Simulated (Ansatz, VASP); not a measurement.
Two plane-wave programs on Cd3SeS2

```
Cd Se S
1.0
     3.42011    0.00000    0.00000
     0.00000    3.42011    0.00000
     0.00000    0.00000   10.64530
Cd Se S
3 1 2
Direct
  0.50000 0.50000 0.18991
  0.50000 0.50000 0.50000
  0.50000 0.50000 0.81009
  0.00000 0.00000 0.00000
  0.00000 0.00000 0.33677
  0.00000 0.00000 0.66323
```

Change from the starting cell: species swapped into the Pr3MgAl2 type (P4/mmm, No. 123).

Alike in both runs: functional PBE; k mesh 12 × 12 × 4; occupations gaussian, width 0.1 eV; no spin polarisation.

Ansatz relaxed the structure, and its values are those at the end. VASP's run is a single point on that final structure, the one shown.

|  | VASP | Ansatz |
| --- | --- | --- |
| version | VASP 6.6.1 | Ansatz 0.2.0 |
| potentials or method | VASP PAW PBE potentials, release 64 (Cd, Se, S), cutoff 520 eV | scalar-relativistic, plane waves, PAW |
| valence electrons in the cell | 54 | 88 |

Ansatz gave:

* gap on the k mesh at the Fermi level (eV): none
* pressure (GPa): 0.0
* rms of the force components (eV/Å): 0.001

**Question.** What did VASP give for the same quantities?

**Answer.** gap on the k mesh at the Fermi level (eV): none; pressure (GPa): 0.3; rms of the force components (eV/Å): 0.004.

A gap of «none» marks a metal or a gap that the smearing closes. With one functional, cell and mesh, what is left measures potentials, basis and numerics. VASP's potentials hold 54 valence electrons a cell and Ansatz's 88, so a difference there can come from the potentials and not from the codes.
